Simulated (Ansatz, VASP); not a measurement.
**AgBr: VASP beside Ansatz**

```
CELL_PARAMETERS angstrom
0.00000 2.89217 2.89217
2.89217 0.00000 2.89217
2.89217 2.89217 0.00000
ATOMIC_POSITIONS crystal
Ag 0.00000 0.00000 0.00000
Br 0.50000 0.50000 0.50000
```

Alike in both runs: task single point; functional PBEsol; k mesh 8 × 8 × 8; occupations fermi-dirac, width 0.03 eV; no spin polarisation.

|  | VASP | Ansatz |
| --- | --- | --- |
| version | VASP 6.6.1 | Ansatz 0.2.0 |
| potentials or method | VASP PAW PBE potentials, release 64 (Ag, Br), cutoff 500 eV | all-electron LAPW, scalar-relativistic |

|  | VASP | Ansatz | Ansatz less VASP |
| --- | --- | --- | --- |
| pressure (GPa) | -2.6 | -2.6 | +0.03 |

VASP's potentials were made for PBE, not for PBEsol. Ansatz ran all-electron here, and VASP with PAW potentials.
